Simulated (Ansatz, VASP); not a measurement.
This is a calculation of Li for Ansatz 0.2.0.

The input input.yaml:

```yaml
crystal:
  lattice:
    - [-1.75465, 1.75465, 1.75465]
    - [1.75465, -1.75465, 1.75465]
    - [1.75465, 1.75465, -1.75465]
  atoms:
    - { symbol: Li, position: [0.0, 0.0, 0.0] }
kpoints:
  mp_grid: { grid: [11, 11, 11] }
scf:
  occupations: { method: fermi_dirac, width: 0.05 }
hamiltonian:
  xc: pbesol
  pseudopotentials: { kind: all_electron, lapw: { basis_error: 0.001 } }
output:
  forces: true
  stress: true
relax:
  f_tol: 0.005
  max_steps: 60
  cell: {}
```

Potentials or basis: all-electron LAPW, scalar-relativistic.

Run with:

```console
$ ansatz run input.yaml --threads 1 --pin off --max-ram 3072MiB --backend cpu --events-out ev --progress --plain --runs-dir out
```

Problem. Set up the same calculation for VASP 6.6.1. Potentials there: VASP PAW PBE potentials, release 64 (Li_sv).

Solution. As run (the cutoff follows the program's own potentials):

The input INCAR:

```
SYSTEM = Li
  ALGO = Normal
  EDIFF = 1E-7
  EDIFFG = -0.005
  ENCUT = 600
  GGA = PS
  IBRION = 2
  ISIF = 3
  ISMEAR = -1
  LASPH = .TRUE.
  LCHARG = .FALSE.
  LREAL = .FALSE.
  LWAVE = .FALSE.
  NELM = 60
  NSW = 80
  PREC = Accurate
  SIGMA = 0.05
```

File KPOINTS:

```
k-points
0
G
  11 11 11
  0 0 0
```

Contents of POSCAR:

```
Li
1.0
   -1.7546500000      1.7546500000      1.7546500000
    1.7546500000     -1.7546500000      1.7546500000
    1.7546500000      1.7546500000     -1.7546500000
Li
1
Direct
    0.0000000000      0.0000000000      0.0000000000
```

Potentials or basis: VASP PAW PBE potentials, release 64 (Li_sv).

Run with:

```console
$ cat potpaw_PBE.64/Li_sv/POTCAR > POTCAR
$ mpirun -np 1 vasp_std > vasp.out
```

Both were run:

|  | VASP | Ansatz | Ansatz less VASP |
| --- | --- | --- | --- |
| relaxed volume (Å³/atom) | 19.96 | 20.16 | +0.203 |
| relaxed cell length with the largest relative difference (Å) | 2.960 | 2.970 | +0.0100 |

VASP's potentials were made for PBE, not for PBEsol. Ansatz ran all-electron here, and VASP with PAW potentials.

Noted on VASP's run: the cutoff is short for stress, so the pressure is rough.
